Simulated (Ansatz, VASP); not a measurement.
InSb in VASP and in Ansatz

The input INCAR:

```
SYSTEM = InSb
PREC = Accurate ; ENCUT = 520
EDIFF = 1E-6 ; ISMEAR = -1
SIGMA = 0.08 ; LREAL = .FALSE.
LASPH = .TRUE. ; NELM = 100
ALGO = Normal ; ISIF = 2
LWAVE = .FALSE. ; LCHARG = .TRUE.
GGA = PE ; LELF = .TRUE.
LVHAR = .TRUE. ; NBANDS = 16
```

The input KPOINTS:

```
regular mesh
0
G
  12 12 12
  0 0 0
```

Contents of POSCAR:

```
InSb
1.0
    0.0000000000      3.0751755306      3.0751755306
    3.0751755306      0.0000000000      3.0751755306
    3.0751755306      3.0751755306      0.0000000000
In Sb
1 1
Direct
    0.0081296172      0.0081296172     -0.0081296172
    0.5000000000      0.5000000000      0.5000000000
```

Input for Ansatz:

```yaml
crystal:
  lattice:
    - [0.0, 3.0751755306, 3.0751755306]
    - [3.0751755306, 0.0, 3.0751755306]
    - [3.0751755306, 3.0751755306, 0.0]
  atoms:
    - { symbol: In, position: [0.0081296172, 0.0081296172, -0.0081296172] }
    - { symbol: Sb, position: [0.5, 0.5, 0.5] }
kpoints:
  mp_grid: { grid: [12, 12, 12] }
scf:
  occupations: { method: fermi_dirac, width: 0.08 }
hamiltonian:
  xc: pbe
  pseudopotentials: { kind: all_electron, lapw: { basis_error: 0.00025 } }
output:
  forces: true
  stress: true
  eigenvalues: true
```

Alike in both runs: task single point; functional PBE; k mesh 12 × 12 × 12; occupations fermi-dirac, width 0.08 eV; no spin polarisation.

|  | VASP | Ansatz |
| --- | --- | --- |
| version | VASP 6.6.1 | Ansatz 0.2.0 |
| potentials or method | VASP PAW PBE potentials, release 64 (In_d, Sb), cutoff 520 eV | all-electron LAPW, scalar-relativistic |

```tsv
	VASP	Ansatz	Ansatz less VASP
pressure (GPa)	0.0	0.0	+0.04
traceless stress, the component that is largest in VASP (GPa)	0.11	0.11	0.000
rms of the force components (eV/Å)	0.059	0.059	-0.0002
```

Atom by atom the forces differ by 0.000 eV/Å (rms over components). Ansatz ran all-electron here, and VASP with PAW potentials.

Neither program's run includes spin-orbit coupling.
